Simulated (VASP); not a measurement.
# GaN (P6_3mc) in VASP: notebook

GaN is run at these levels: r2SCAN; tasks: single point.

All numbers are computed with VASP 6.6.1; they aren't measurements. Logs are shortened: lines on timing, memory, paths and dates and some standing lists are left out, and cuts for length are marked.

## (1) The cell of the first run

The structure is hexagonal, space group P6_3mc (No. 186). Conventional cell: a = 3.279 Å, b = 3.279 Å, c = 5.261 Å, α = 90.00°, β = 90.00°, γ = 120.00°. Within 2.6 Å of Ga (site symmetry 3m) lie 4 N at 1.98 to 2.00 Å. N (site symmetry 3m) has 4 Ga at 1.98 to 2.00 Å within 2.6 Å.

## (2) Single point, r2SCAN (strain +0.030 along x and y, +0.015 along z)

Input file POSCAR:

```
GaN
1.0
    3.2785913828      0.0000000000      0.0000000000
   -1.6392956914      2.8393434261      0.0000000000
    0.0000000000      0.0000000000      5.2613501861
Ga N
2 2
Direct
    0.3333333333      0.6666666667      0.9991101046
    0.6666666667      0.3333333333      0.4991101046
    0.3333333333      0.6666666667      0.3758898954
    0.6666666667      0.3333333333      0.8758898954
```

Input file INCAR.step1:

```
PREC = Accurate ; ENCUT = 520
ISMEAR = 0 ; SIGMA = 0.05
LREAL = False ; LASPH = True
NELM = 100 ; NBANDS = 26
GGA = PE ; ALGO = Normal
EDIFF = 1E-4 ; LWAVE = True
LCHARG = False
```

Input file INCAR.step2:

```
PREC = Accurate ; ENCUT = 520
EDIFF = 1E-6 ; ISMEAR = 0
SIGMA = 0.05 ; LREAL = False
LASPH = True ; NELM = 100
ALGO = Normal ; ISIF = 2
LWAVE = False ; LCHARG = False
METAGGA = R2SCAN ; LMIXTAU = True
NBANDS = 26 ; ISTART = 1
```

Input file KPOINTS:

```
regular mesh
0
Gamma
  12 12 6
```

Potentials or basis: VASP PAW PBE potentials, release 64 (Ga_d, N).

The run is started by

```console
cat potpaw_PBE.64/Ga_d/POTCAR potpaw_PBE.64/N/POTCAR > POTCAR
cp INCAR.step1 INCAR
mpirun -np 1 vasp_std > vasp.out
cp INCAR.step2 INCAR
mpirun -np 1 vasp_std > vasp.out
```

OUTCAR:

```text
PREC = Accurate
   ENCUT = 520
   EDIFF = 1E-6
   ISMEAR = 0
   LREAL = False
   LASPH = True
   NELM = 100
   ISIF = 2
   METAGGA = R2SCAN
   ISTART = 1

 ion  position               nearest neighbor table
   1  0.333  0.667  0.999-   3 1.98   4 2.00   4 2.00   4 2.00
   2  0.667  0.333  0.499-   4 1.98   3 2.00   3 2.00   3 2.00
   3  0.333  0.667  0.376-   1 1.98   2 2.00   2 2.00   2 2.00
   4  0.667  0.333  0.876-   2 1.98   1 2.00   1 2.00   1 2.00

  LATTYP: Found a hexagonal cell.
 ALAT       =     3.2785913828
 C/A-ratio  =     1.6047593530

  Lattice vectors:

 A1 = (   3.2785913828,   0.0000000000,   0.0000000000)
 A2 = (  -1.6392956914,   2.8393434261,   0.0000000000)
 A3 = (   0.0000000000,   0.0000000000,   5.2613501861)

Analysis of symmetry for initial positions (statically):
=====================================================================
 Subroutine PRICEL returns:
 Original cell was already a primitive cell.

 Routine SETGRP: Setting up the symmetry group for a
 hexagonal supercell.

 Subroutine GETGRP returns: Found 12 space group operations
 (whereof  6 operations were pure point group operations)
 out of a pool of 24 trial point group operations.

The static configuration has the point symmetry C_3v.
 The point group associated with its full space group is C_6v.

Analysis of symmetry for dynamics (positions and initial velocities):
=====================================================================
 Subroutine PRICEL returns:
 Original cell was already a primitive cell.

 Routine SETGRP: Setting up the symmetry group for a
 hexagonal supercell.

 Subroutine GETGRP returns: Found 12 space group operations
 (whereof  6 operations were pure point group operations)
 out of a pool of 24 trial point group operations.

The dynamic configuration has the point symmetry C_3v.
 The point group associated with its full space group is C_6v.

 Subroutine INISYM returns: Found 12 space group operations
 (whereof  6 operations are pure point group operations),
 and found     1 'primitive' translations

----------------------------------------------------------------------------------------

                                     Primitive cell

  volume of cell :      48.9782

  direct lattice vectors                    reciprocal lattice vectors
     3.278591383  0.000000000  0.000000000     0.305009037  0.176097050  0.000000000
    -1.639295691  2.839343426  0.000000000     0.000000000  0.352194099  0.000000000
     0.000000000  0.000000000  5.261350186     0.000000000  0.000000000  0.190065281

  length of vectors
     3.278591383  3.278591383  5.261350186     0.352194099  0.352194099  0.190065281

  position of ions in fractional coordinates (direct lattice)
     0.333333333  0.666666667  0.999110105
     0.666666667  0.333333333  0.499110105
     0.333333333  0.666666667  0.375889895
     0.666666667  0.333333333  0.875889895

  ion indices of the primitive-cell ions
   primitive index   ion index
                 1           1
                 2           2
                 3           3
                 4           4

----------------------------------------------------------------------------------------

 KPOINTS: regular mesh

Automatic generation of k-mesh.
 Grid dimensions read from file:
 generate k-points for:   12   12    6

 Generating k-lattice:

  Cartesian coordinates                     Fractional coordinates (reciprocal lattice)
     0.025417420  0.014674754  0.000000000     0.083333333 -0.000000000  0.000000000
     0.000000000  0.029349508  0.000000000     0.000000000  0.083333333  0.000000000
     0.000000000  0.000000000  0.031677547     0.000000000  0.000000000  0.166666667

  Length of vectors
     0.029349508  0.029349508  0.031677547

  Shift w.r.t. Gamma in fractional coordinates (k-lattice)
     0.000000000  0.000000000  0.000000000

 Subroutine IBZKPT returns following result:
 ===========================================

 Found     76 irreducible k-points:

 Following reciprocal coordinates:
            Coordinates               Weight
  0.000000  0.000000  0.000000      1.000000
  0.083333 -0.000000  0.000000      6.000000
  0.166667 -0.000000  0.000000      6.000000
  0.250000 -0.000000  0.000000      6.000000
  0.333333 -0.000000  0.000000      6.000000
  0.416667  0.000000  0.000000      6.000000
[... 16 lines left out ...]
  0.250000 -0.000000  0.166667     12.000000
  0.333333 -0.000000  0.166667     12.000000
 [... further k-points ...]
   k-points           NKPTS =     76   k-points in BZ     NKDIM =     76   number of bands    NBANDS=     26
   number of dos      NEDOS =    301   number of ions     NIONS =      4
   total plane-waves  NPLWV =  23040
   dimension x,y,z NGX =    24 NGY =   24 NGZ =   40
   dimension x,y,z NGXF=    48 NGYF=   48 NGZF=   80
   ions per type =               2   2
   NGX,Y,Z   is equivalent  to a cutoff of  12.17, 12.17, 12.64 a.u.
   NGXF,Y,Z  is equivalent  to a cutoff of  24.34, 24.34, 25.28 a.u.
 SYSTEM =  unknown system
   PREC   = accura    normal or accurate (medium, high low for compatibility)
   ISTART =      1    job   : 0-new  1-cont  2-samecut
   ICHARG =      0    charge: 1-file 2-atom 10-const
   ISPIN  =      1    spin polarized calculation?
   LNONCOLLINEAR =      F non collinear calculations
   LSORBIT =      F    spin-orbit coupling
   LASPH  =      T    aspherical Exc in radial PAW
   ENCUT  =  520.0 eV  38.22 Ry    6.18 a.u.   6.10  6.10  9.78*2*pi/ulx,y,z
   NELM   =    100;   NELMIN=  2; NELMDL=  0     # of ELM steps
   EDIFF  = 0.1E-05   stopping-criterion for ELM
   LREAL  =      F    real-space projection
   EDIFFG = 0.1E-04   stopping-criterion for IOM
   NSW    =      0    number of steps for IOM
   IBRION =     -1    ionic relax: 0-MD 1-quasi-New 2-CG
   NFREE  =      0    steps in history (QN), initial steepest desc. (CG)
   ISIF   =      2    stress and relaxation
   ISYM   =      2    0-nonsym 1-usesym 2-fastsym
   POTIM  = 0.5000    time-step for ionic-motion
   TEBEG  =    0.0;   TEEND  =   0.0 temperature during run
   PSTRESS=    0.0 pullay stress
   NELECT =      36.0000    total number of electrons
   NUPDOWN=      -1.0000    fix difference up-down
   EMIN   =  10.00;   EMAX   =-10.00  energy-range for DOS
   EFERMI =   0.00;   METHOD = LEGACY
   ISMEAR =     0;   SIGMA  =   0.05  broadening in eV -4-tet -1-fermi 0-gaus
   EFERMI_NEDOS =   21; number of points for ismear=-14 and -15
   IALGO  =     38    algorithm
   IMIX   =      4    mixing-type and parameters
     AMIX     =   0.40;   BMIX     =  1.00
     AMIX_MAG =   1.60;   BMIX_MAG =  1.00
  volume/ion in A,a.u.               =      12.24        82.63
  Fermi-wavevector in a.u.,A,eV,Ry     =   1.477434  2.791946 29.698963  2.182812
  Thomas-Fermi vector in A             =   2.591839
   LORBIT       =      0    0 simple, 1 ext, 2 COOP (PROOUT), +10 PAW based schemes
   METAGGA = R2SCAN    functional components
   LHFCALC =     F    Hartree Fock is set to
   AEXX    =    0.0000 exact exchange contribution
   IVDW    =     0    specifies the selected vdW correction
   LEPSILON=     F    determine dielectric tensor
   LRPA    =     F    only Hartree local field effects (RPA)
 non-spin polarized calculation
 Gauss-broadening in eV      SIGMA  =   0.05
  energy-cutoff  :      520.00
  volume of cell :       48.98
 maximum number of plane-waves:      1334
   NGX = 13   NGY = 13   NGZ = 19

 number of electron      36.0000002 magnetization

 Free energy of the ion-electron system (eV)
  ---------------------------------------------------
  ext. energy  EPLUGINS =         0.00000000
  ---------------------------------------------------
  free energy    TOTEN  =       -43.69299116 eV

  energy without entropy =      -43.69299116  energy(sigma->0) =      -43.69299116

 E-fermi :   4.5414     XC(G=0): -12.2323

 val. band max:        4.3243986546   @ k =   0.0000   0.0000   0.0000
 cond. band min:       6.1739181956   @ k =   0.0000   0.0000   0.0000
 fundamental gap:      1.8495195410
 Fermi energy:         4.5414493637

 k-point     1 :       0.0000    0.0000    0.0000
  band No.  band energies     occupation
      1     -11.8728      2.00000
      2     -11.0844      2.00000
      3      -9.4731      2.00000
      4      -9.4561      2.00000
      5      -9.4561      2.00000
      6      -9.3993      2.00000
[... 18 lines left out ...]
     25      16.1749      0.00000
     26      16.1750      0.00000

 k-point     2 :       0.0833   -0.0000    0.0000
  band No.  band energies     occupation
      1     -11.8146      2.00000
      2     -11.0705      2.00000
      3      -9.4659      2.00000
      4      -9.4480      2.00000
      5      -9.4324      2.00000
      6      -9.3923      2.00000
[... 18 lines left out ...]
     25      15.8815      0.00000
     26      16.3279      0.00000

 k-point     3 :       0.1667   -0.0000    0.0000
  band No.  band energies     occupation
      1     -11.6573      2.00000
      2     -11.0360      2.00000
      3      -9.4451      2.00000
      4      -9.4281      2.00000
      5      -9.3799      2.00000
      6      -9.3579      2.00000
[... 18 lines left out ...]
     25      16.0232      0.00000
     26      16.6953      0.00000

 k-point     4 :       0.2500   -0.0000    0.0000
  band No.  band energies     occupation
      1     -11.4517      2.00000
      2     -10.9974      2.00000
      3      -9.4229      2.00000
      4      -9.4077      2.00000
      5      -9.3458      2.00000
      6      -9.3168      2.00000
[... 18 lines left out ...]
     25      16.0563      0.00000
     26      17.1862      0.00000
[... 496 lines left out ...]
      1     -11.5952      2.00000
      2     -11.0538      2.00000
      3      -9.4410      2.00000
      4      -9.4250      2.00000
      5      -9.3836      2.00000
      6      -9.3640      2.00000
[... 18 lines left out ...]
     25      15.5786      0.00000
     26      16.4844      0.00000

 k-point    23 :       0.2500   -0.0000    0.1667
  band No.  band energies     occupation
      1     -11.4022      2.00000
      2     -11.0080      2.00000
      3      -9.4224      2.00000
      4      -9.4021      2.00000
      5      -9.3555      2.00000
      6      -9.3232      2.00000
[... 18 lines left out ...]
     25      15.7278      0.00000
     26      17.0192      0.00000

 k-point    24 :       0.3333   -0.0000    0.1667
  band No.  band energies     occupation
      1     -11.2302      2.00000
      2     -10.9733      2.00000
      3      -9.4112      2.00000
      4      -9.3877      2.00000
      5      -9.3308      2.00000
      6      -9.2840      2.00000
[... 18 lines left out ...]
     25      15.9961      0.00000
     26      17.6286      0.00000

 [... further k-points ...]
[... 5 lines left out ...]
  --------------------------------------------------------------------------------------
  -------------------------------------------------------------------------------------
  Total       -4.0366840     -4.0366840     -2.5251139      0.0000000      0.0000000      0.0000000
  in kB     -132.0483289   -132.0483289    -82.6017280      0.0000000      0.0000000      0.0000000
  external PRESSURE =    -115.5661286 kB  Pullay stress =       0.0000000 kB

 VOLUME and BASIS-vectors are now :
 -----------------------------------------------------------------------------
  energy-cutoff  :      520.00
  volume of cell :       48.98
      direct lattice vectors                 reciprocal lattice vectors
     3.278591383  0.000000000  0.000000000     0.305009037  0.176097050  0.000000000
    -1.639295691  2.839343426  0.000000000     0.000000000  0.352194099  0.000000000
     0.000000000  0.000000000  5.261350186     0.000000000  0.000000000  0.190065281

 POSITION                                       TOTAL-FORCE (eV/Angst)
 -----------------------------------------------------------------------------------
     -0.00000      1.89290      5.25667        -0.000000      0.000000     -0.101193
      1.63930      0.94645      2.62599         0.000000      0.000000     -0.101193
     -0.00000      1.89290      1.97769         0.000000      0.000000      0.101193
      1.63930      0.94645      4.60836         0.000000      0.000000      0.101193
 -----------------------------------------------------------------------------------
    total drift:                                0.000002      0.000003      0.031144

  FREE ENERGIE OF THE ION-ELECTRON SYSTEM (eV)
  ---------------------------------------------------
  free  energy   TOTEN  =       -43.6929911649 eV

  energy  without entropy=      -43.6929911649  energy(sigma->0) =      -43.69299116
```

It took 3.1 min on 1 thread of AMD EPYC 9R45 (Zen 5), shared host; peak memory 0.2 GiB.

Results:

```yaml
Free_energy: -43.6930 eV
Pressure: -11.6 GPa
Largest_force: 0.101 eV/Å
Band_gap_on_the_k_mesh: 1.85 eV, direct
```

Forces on the atoms (eV/Å):
```
Ga   0.000  0.000 -0.101
Ga   0.000  0.000 -0.101
N    0.000  0.000  0.101
N    0.000  0.000  0.101
```

Levels at points of the mesh, in eV from the valence-band top:
| k point | band 15 | band 16 | band 17 | band 18 | band 19 | band 20 | band 21 | band 22 |
| --- | --- | --- | --- | --- | --- | --- | --- | --- |
| (0.00, 0.00, 0.00) | -1.04 | -0.01 | -0.01 | 0.00 | 1.85 | 4.19 | 9.61 | 10.02 |
| (0.50, 0.00, 0.00) | -3.98 | -2.63 | -2.04 | -0.92 | 5.25 | 5.65 | 6.45 | 8.77 |
| (0.00, 0.00, 0.50) | -0.54 | -0.54 | -0.54 | -0.54 | 4.23 | 4.23 | 8.84 | 8.84 |
| (0.50, 0.00, 0.50) | -1.85 | -1.85 | -1.75 | -1.75 | 4.66 | 4.66 | 7.97 | 7.97 |

Caveat: the cell differs from its parent crystal (strain +0.030 along x and y, +0.015 along z); the PAW data sets were made with another functional, which shifts forces and pressure a little.

## (3) Single point, r2SCAN (strain +0.030 along x and y, +0.030 along z)

POSCAR, as its differences from that of step 2:

```diff
@@ -4,3 +4,3 @@
    -1.6392956914      2.8393434261      0.0000000000
-    0.0000000000      0.0000000000      5.2613501861
+    0.0000000000      0.0000000000      5.3391041298
 Ga N
```

Input file INCAR.step1:

```
SYSTEM = GaN
PREC     = Accurate       ! precision mode
ENCUT    = 520            ! plane-wave cutoff, eV
ISMEAR   = 0              ! smearing method
SIGMA    = 0.05           ! smearing width, eV
LREAL    = .False.        ! projectors in reciprocal space
LASPH    = .True.         ! aspherical terms in the spheres
NELM     = 80             ! most SCF steps
NBANDS   = 26             ! bands
GGA      = PE             ! functional
ALGO     = Normal         ! electronic algorithm
EDIFF    = 1E-4           ! SCF threshold, eV
LWAVE    = .True.         ! write WAVECAR
LCHARG   = .False.        ! write CHGCAR
```

Input file INCAR.step2:

```
SYSTEM = GaN
PREC     = Accurate       ! precision mode
ENCUT    = 520            ! plane-wave cutoff, eV
EDIFF    = 1E-6           ! SCF threshold, eV
ISMEAR   = 0              ! smearing method
SIGMA    = 0.05           ! smearing width, eV
LREAL    = .False.        ! projectors in reciprocal space
LASPH    = .True.         ! aspherical terms in the spheres
NELM     = 80             ! most SCF steps
ALGO     = Normal         ! electronic algorithm
ISIF     = 2              ! what is computed and relaxed
LWAVE    = .False.        ! write WAVECAR
LCHARG   = .True.         ! write CHGCAR
METAGGA  = R2SCAN         ! meta-GGA
LMIXTAU  = .True.       
LELF     = .True.         ! ELF
LVHAR    = .True.       
NBANDS   = 26             ! bands
ISTART   = 1
```

Input file KPOINTS:

```
Automatic mesh
0
Gamma
  12 12 6
  0 0 0
```

Potentials or basis: VASP PAW PBE potentials, release 64 (Ga_d, N).

The run is started by

```console
cat potpaw_PBE.64/Ga_d/POTCAR potpaw_PBE.64/N/POTCAR > POTCAR
cp INCAR.step1 INCAR
mpirun -np 1 vasp_std > vasp.out
cp INCAR.step2 INCAR
mpirun -np 1 vasp_std > vasp.out
```

Run time: 3.1 min. Hardware: 1 thread of AMD EPYC 9R45 (Zen 5), shared host; peak memory 0.19 GiB.

Results (log left out):

```
Free energy            : -43.6441 eV
Pressure               : -13.6 GPa
Largest force          : 0.007 eV/Å
Band gap on the k mesh : 1.73 eV, direct
```

Forces in eV/Å, atoms in the order of the input:
```
Ga   0.000  0.000 -0.007
Ga   0.000  0.000 -0.007
N    0.000  0.000  0.007
N    0.000  0.000  0.007
```

Stress tensor (GPa, compression positive):
```
-13.72   0.00   0.00
  0.00 -13.72   0.00
  0.00   0.00 -13.47
```

Levels at points of the mesh, in eV from the valence-band top:
| k point | band 15 | band 16 | band 17 | band 18 | band 19 | band 20 | band 21 | band 22 |
| --- | --- | --- | --- | --- | --- | --- | --- | --- |
| (0.00, 0.00, 0.00) | -0.96 | -0.03 | 0.00 | 0.00 | 1.73 | 4.22 | 9.41 | 10.06 |
| (0.50, 0.00, 0.00) | -3.91 | -2.53 | -1.99 | -0.92 | 5.29 | 5.54 | 6.32 | 8.59 |
| (0.00, 0.00, 0.50) | -0.49 | -0.49 | -0.49 | -0.49 | 4.17 | 4.17 | 8.68 | 8.68 |
| (0.50, 0.00, 0.50) | -1.80 | -1.80 | -1.77 | -1.77 | 4.58 | 4.58 | 7.84 | 7.84 |

Caveat: the cell differs from its parent crystal (strain +0.030 along x and y, +0.030 along z); the PAW data sets were made with another functional, which shifts forces and pressure a little.
